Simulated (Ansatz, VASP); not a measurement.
# One calculation of TaSi2, two programs

INCAR

```
SYSTEM = TaSi2
PREC = Accurate ; ENCUT = 520
EDIFF = 1E-7 ; ISMEAR = 0
SIGMA = 0.014 ; LREAL = .FALSE.
LASPH = .TRUE. ; NELM = 60
ALGO = Normal ; ISIF = 2
LWAVE = .FALSE. ; LCHARG = .FALSE.
GGA = PE ; NBANDS = 38
```

The input KPOINTS:

```
Automatic mesh
0
G
  7 7 4
  0 0 0
```

Contents of POSCAR:

```
TaSi2
1.0
    4.7800000000      0.0000000000      0.0000000000
   -2.3900000000      4.1396014301      0.0000000000
    0.0000000000      0.0000000000      6.5640000000
Ta Si
3 6
Direct
    0.0000000000      0.5000000000      0.1666666667
    0.5000000000      0.5000000000      0.8333333333
    0.5000000000      0.0000000000      0.5000000000
    0.3333000000      0.1666500000      0.1666666667
    0.1666500000      0.8333500000      0.8333333333
    0.8333500000      0.6667000000      0.5000000000
    0.6667000000      0.8333500000      0.1666666667
    0.8333500000      0.1666500000      0.8333333333
    0.1666500000      0.3333000000      0.5000000000
```

The input input.yaml:

```yaml
crystal:
  lattice:
    - [4.78, 0.0, 0.0]
    - [-2.39, 4.1396014301, 0.0]
    - [0.0, 0.0, 6.564]
  atoms:
    - { symbol: Ta, position: [0.0, 0.5, 0.1666666667] }
    - { symbol: Ta, position: [0.5, 0.5, 0.8333333333] }
    - { symbol: Ta, position: [0.5, 0.0, 0.5] }
    - { symbol: Si, position: [0.3333, 0.16665, 0.1666666667] }
    - { symbol: Si, position: [0.16665, 0.83335, 0.8333333333] }
    - { symbol: Si, position: [0.83335, 0.6667, 0.5] }
    - { symbol: Si, position: [0.6667, 0.83335, 0.1666666667] }
    - { symbol: Si, position: [0.83335, 0.16665, 0.8333333333] }
    - { symbol: Si, position: [0.16665, 0.3333, 0.5] }
hamiltonian:
  xc: pbe
  pseudopotentials: { kind: paw }
kpoints:
  mp_grid: { grid: [7, 7, 4] }
scf:
  occupations: { method: gaussian, width: 0.014 }
output:
  forces: true
  stress: true
  eigenvalues: true
```

Alike in both runs: task single point; functional PBE; k mesh 7 × 7 × 4; occupations gaussian, width 0.014 eV; no spin polarisation.

```csv
,VASP,Ansatz
version,VASP 6.6.1,Ansatz 0.2.0
potentials or method,"VASP PAW PBE potentials, release 64 (Ta_pv, Si)",Ansatz PAW
plane-wave cutoff (eV),520,420
valence electrons in the cell,57,63
```

Ansatz gave:

- gap on the k mesh at the Fermi level (eV): none
- pressure (GPa): 3.5
- traceless stress, the component that is largest in VASP (GPa): 1.75
- rms of the force components (eV/Å): 0.384

Which values does VASP return?

gap on the k mesh at the Fermi level (eV): none; pressure (GPa): 3.6; traceless stress, the component that is largest in VASP (GPa): 1.77; rms of the force components (eV/Å): 0.385.

Atom by atom the forces differ by 0.002 eV/Å (rms over components). A gap of «none» marks a metal or a gap that the smearing closes. The functional is the same, so the differences come from potentials, cutoffs and numerics. VASP's potentials hold 57 valence electrons a cell and Ansatz's 63, so a difference there can come from the potentials and not from the codes.

Neither program's run includes spin-orbit coupling.
